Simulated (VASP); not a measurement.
Input of a VASP 6.6.1 run:

Contents of INCAR:

```
PREC = Accurate
ENCUT = 520
EDIFF = 1E-7
ISMEAR = 0
SIGMA = 0.05
LREAL = F
LASPH = T
NELM = 80
ALGO = Normal
ISIF = 2
LWAVE = F
LCHARG = T
GGA = PE
LELF = T
LVHAR = T
NBANDS = 36
```

The input KPOINTS:

```
regular mesh
0
Gamma
  12 12 2
```

File POSCAR:

```
SiC
1.0
    3.1723110357      0.0000000000      0.0000000000
   -1.5861555179      2.7473019456      0.0000000000
    0.0000000000      0.0000000000     15.5659749019
Si C
6 6
Direct
    0.0000000000      0.0000000000      0.1250405817
    0.0000000000      0.0000000000      0.6250393361
    0.3333333333      0.6666666667      0.2918410209
    0.6666666667      0.3333333333      0.7917935669
    0.3333333333      0.6666666667      0.9583303597
    0.6666666667      0.3333333333      0.4582887901
    0.0000000000      0.0000000000      0.9987138814
    0.0000000000      0.0000000000      0.5006630044
    0.3333333333      0.6666666667      0.1677389114
    0.6666666667      0.3333333333      0.6659201616
    0.3333333333      0.6666666667      0.8342543950
    0.6666666667      0.3333333333      0.3323759906
```

Potentials or basis: VASP PAW PBE potentials, release 64 (Si, C).

Command:

```sh
$ cat potpaw_PBE.64/Si/POTCAR potpaw_PBE.64/C/POTCAR > POTCAR
$ mpirun -np 1 vasp_std > vasp.out
```

Q: What does it give for the band gap on the k mesh?

A: 2.04 eV (least direct gap 3.11 eV).

Q: Estimate the largest force.

A: 0.392 eV/Å.

Q: Predict the pressure.

A: -13.6 GPa.

Forces on the atoms (eV/Å):
```
Si   0.000  0.000  0.056
Si   0.000  0.000 -0.004
Si   0.000  0.000 -0.049
Si   0.000  0.000  0.055
Si   0.000  0.000 -0.049
Si   0.000  0.000  0.051
C    0.000  0.000  0.354
C    0.000  0.000 -0.392
C    0.000  0.000 -0.353
C    0.000  0.000  0.342
C    0.000  0.000 -0.366
C    0.000  0.000  0.353
```

Caveat: the cell differs from its parent crystal (atoms displaced along a vibrational mode, the cell strained); the cell stands under tension. A k mesh can miss the band edges.
